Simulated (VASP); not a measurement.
Set up this calculation in VASP 6.6.1, as the native input.

```
Task                   : single point
Functional             : RPBE
Potentials or basis    : VASP PAW PBE potentials, release 64 (Ge_d)
Cutoff                 : 520 eV
k mesh                 : 8 × 8 × 13
Occupations            : fermi-dirac, width 0.1 eV
Spin                   : no spin polarisation
Dipole correction      : no
Further INCAR settings : ALGO = Normal; EDIFF = 1e-07; NBANDS = 28
```

The structure of Ge lies in POSCAR:

```
Ge
1.0
    4.9469176343      0.0000000000      0.0000000000
   -2.4734588172      4.2841563417      0.0000000000
    0.0000000000      0.0000000000      2.8121672416
Ge
3
Direct
    0.0000000000      0.0000000000      1.0000000000
    0.3333333333      0.6666666667      0.5000000000
    0.6666666667      0.3333333333      0.5000000000
```

This isn't the form of Ge at room conditions, which is diamond.

One way to write it, as run:

INCAR

```
ALGO     = Normal         # electronic algorithm
EDIFF    = 1E-7           # SCF threshold, eV
ENCUT    = 520            # plane-wave cutoff, eV
GGA      = RP             # functional
ISIF     = 2              # what is computed and relaxed
ISMEAR   = -1             # smearing method
LASPH    = T              # aspherical terms in the spheres
LCHARG   = F              # write CHGCAR
LREAL    = F              # projectors in reciprocal space
LWAVE    = F              # write WAVECAR
NBANDS   = 28             # bands
NELM     = 80             # most SCF steps
PREC     = Accurate       # precision mode
SIGMA    = 0.1            # smearing width, eV
```

KPOINTS

```
k-points
0
Gamma
  8 8 13
```

Potentials or basis: VASP PAW PBE potentials, release 64 (Ge_d).

Command:

```sh
$ cat potpaw_PBE.64/Ge_d/POTCAR > POTCAR
$ mpirun -np 1 vasp_std > vasp.out
```

It gave:

```json
{
 "Pressure": "0.1 GPa",
 "Band gap on the k mesh": "zero (bands 21 and 22 overlap by 4.46 eV)"
}
```

Caveat: the PAW data sets were made with another functional, which shifts forces and pressure a little.

It took 49 s on 1 thread of AMD EPYC 9R45 (Zen 5), on a shared host, peak memory 0.2 GiB.
